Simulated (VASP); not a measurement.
A run of VASP 6.6.1:

The input INCAR:

```
  PREC = Accurate
  ENCUT = 500
  EDIFF = 1E-6
  ISMEAR = 1
  SIGMA = 0.06802846561497
  LREAL = F
  LASPH = T
  NELM = 200
  ALGO = Normal
  ISIF = 2
  LWAVE = F
  LCHARG = F
  ISPIN = 2
  MAGMOM = 0.51
  LORBIT = 11
  LMAXMIX = 4
  GGA = PE
  NBANDS = 16
  GGA_COMPAT = F
```

The input KPOINTS:

```
regular mesh
0
Gamma
  6 6 6
```

Contents of POSCAR:

```
V
1.0
   -1.5130000000      1.5130000000      1.5130000000
    1.5130000000     -1.5130000000      1.5130000000
    1.5130000000      1.5130000000     -1.5130000000
V
1
Direct
    0.0000000000      0.0000000000      0.0000000000
```

Potentials or basis: VASP PAW PBE potentials, release 64 (V_sv).

Command:

```sh
$ cat potpaw_PBE.64/V_sv/POTCAR > POTCAR
$ mpirun -np 1 vasp_std > vasp.out
```

Hardware: 1 thread of Intel(R) Xeon(R) Platinum 8375C CPU @ 2.90GHz (Ice Lake) (shared host).

Problem. How long does it take, and how much memory?

Solution. Run time: 6.6 s on 1 thread of Intel(R) Xeon(R) Platinum 8375C CPU @ 2.90GHz (Ice Lake) (shared host), peak memory 0.13 GiB. Counts: scf iterations 14, k points 16.
